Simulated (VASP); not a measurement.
Wanted: the native input for a VASP 6.6.1 run.

| Property | Result |
| --- | --- |
| Task | relaxation of cell and atoms |
| Functional | LDA |
| Potentials or basis | VASP PAW LDA potentials, release 64 (Ir) |
| Cutoff | 600 eV |
| k mesh | 19 × 19 × 17 |
| Occupations | fermi-dirac, width 0.08 eV |
| Spin | no spin polarisation |
| Target pressure | 340 GPa |
| Dipole correction | no |
| Further INCAR settings | ALGO = Normal; EDIFF = 1e-06; IBRION = 2; EDIFFG = -0.005; NSW = 60; ISIF = 3 |

The structure of Ir lies in POSCAR:

```
Ir
1.0
    2.2978964554      0.0000000000      0.0000000000
   -1.1489482277      1.9900367056      0.0000000000
    0.0000000000      0.0000000000      2.1600226680
Ir
1
Direct
    0.0000000000      0.0000000000      0.0000000000
```

One way to write it, as run:

INCAR

```
SYSTEM = Ir
PREC = Accurate
ENCUT = 600
EDIFF = 1E-6
ISMEAR = -1
SIGMA = 0.08
LREAL = .False.
LASPH = .True.
NELM = 60
ALGO = Normal
ISIF = 3
LWAVE = .False.
LCHARG = .False.
IBRION = 2
NSW = 60
EDIFFG = -0.005
PSTRESS = 3400.0
```

KPOINTS

```
regular mesh
0
Gamma
  19 19 17
  0 0 0
```

Potentials or basis: VASP PAW LDA potentials, release 64 (Ir).

Command:

```bash
$ cat potpaw_LDA.64/Ir/POTCAR > POTCAR
$ mpirun -np 1 vasp_std > vasp.out
```

Results of the run:

| Item | Value |
| --- | --- |
| Relaxed volume | 10.20 Å³/atom |
| Relaxed cell | a = 2.314 Å, b = 2.314 Å, c = 2.201 Å, α = 90.00°, β = 90.00°, γ = 120.00° |
| Space group after relaxing (to 0.05 Å) | P6/mmm (No. 191) |
| Energy change on relaxing (the enthalpy is what falls) | -754.0 meV/atom |
| Ionic steps | 13 |
| Pressure after relaxing | 340.0 GPa |

Caveat: the cell is relaxed towards a set pressure, so the enthalpy falls and the energy may rise.

Run time: 58 s on 1 thread of Intel(R) Xeon(R) 6975P-C (Granite Rapids) (shared host), peak memory 0.16 GiB.
